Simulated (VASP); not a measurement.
# Yb: single point with PBE

Yb:

```
Yb
1.0
    -0.21547    2.61179    2.32449
     2.39632    0.00000    2.10902
     2.61179    2.61179   -0.21547
Yb
1
Direct
  0.00000 0.00000 0.00000
```

This cell differs from its parent crystal: engineering shear strain xz -0.1650, normal strain along z -0.1100.

| Property | Result |
| --- | --- |
| Program | VASP 6.6.1 |
| Task | single point |
| Functional | PBE |
| Potentials or basis | VASP PAW PBE potentials, release 64 (Yb) |
| Cutoff | 520 eV |
| k mesh | 14 × 14 × 14 |
| Occupations | gaussian, width 0.15 eV |
| Spin | no spin polarisation |

The pressure is 3.6 GPa. The band gap on the k mesh is zero (bands 12 and 13 overlap by 0.98 eV).

Stress tensor (GPa, compression positive):
```
4.75 0.00 5.98
0.00 2.32 0.00
5.98 0.00 3.67
```

Levels at points of the mesh, in eV from the Fermi level:
```csv
k point,band 10,band 11,band 12,band 13,band 14,band 15
"(0.00, 0.00, 0.00)",-0.31,-0.31,-0.29,2.12,2.34,4.67
"(0.50, 0.00, 0.00)",-0.33,-0.31,-0.31,0.34,1.81,4.57
"(0.00, 0.50, 0.00)",-0.32,-0.31,-0.29,1.55,1.88,3.35
"(0.50, 0.50, 0.00)",-0.35,-0.33,-0.33,-0.31,3.61,6.38
"(0.50, 0.00, 0.50)",-0.36,-0.34,-0.32,0.03,1.85,7.06
"(0.00, 0.50, 0.50)",-0.34,-0.34,-0.34,0.19,2.01,6.61
```

Wall time 14 min on 1 thread of Intel(R) Xeon(R) 6975P-C (Granite Rapids) (shared host), peak memory 0.57 GiB.

Caveat: the cell differs from its parent crystal (engineering shear strain xz -0.1650, normal strain along z -0.1100); the cell stands under pressure; spin-orbit coupling is left out, which moves the levels of the heavy elements. Spin polarisation is off, so any magnetic state and its effect on volume and gap are missing.
